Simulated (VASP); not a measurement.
SrVO3:

```
Sr V O
1.0
     3.84250    0.00000    0.00000
     0.00000    3.84250    0.00000
     0.00000    0.00000    3.84250
Sr V O
1 1 3
Direct
  0.00000 0.00000 0.00000
  0.50000 0.50000 0.50000
  0.50000 0.00000 0.50000
  0.00000 0.50000 0.50000
  0.50000 0.50000 0.00000
```

Base run:

* Program: VASP 6.6.1
* Functional: PBE
* Potentials or basis: VASP PAW PBE potentials, release 64 (Sr_sv, V_sv, O_h)
* Cutoff: 910 eV
* k mesh: 5 × 5 × 5
* Occupations: fermi-dirac, width 0.1 eV
* Spin: collinear spin, ferromagnetic start
* Starting moments: [0.0, 1.66, 0.0, 0.0, 0.0] μB
* Fixed moment: 1.66 μB
* Hubbard terms: V d U = 6.2 eV

Its results: pressure 15.6 GPa; site moments Sr -0.01; V +1.46; O +0.02 μB.

Task: The run is repeated on the same cell with these changes: fixed moment from 1.66 μB to 0.71 μB; moments at the start from [0.0, 1.66, 0.0, 0.0, 0.0] to [0.0, 0.71, 0.0, 0.0, 0.0]. What comes out?

Result: Pressure 9.7 GPa; site moments Sr -0.00; V +0.90; O -0.05 μB.

Caveats: the cutoff is under 1.25 times the usual one of these potentials, so pressure, stress and relaxed cells hold a basis-set (Pulay) error; the cell stands under pressure; the total moment is fixed, so each spin has its own Fermi level.
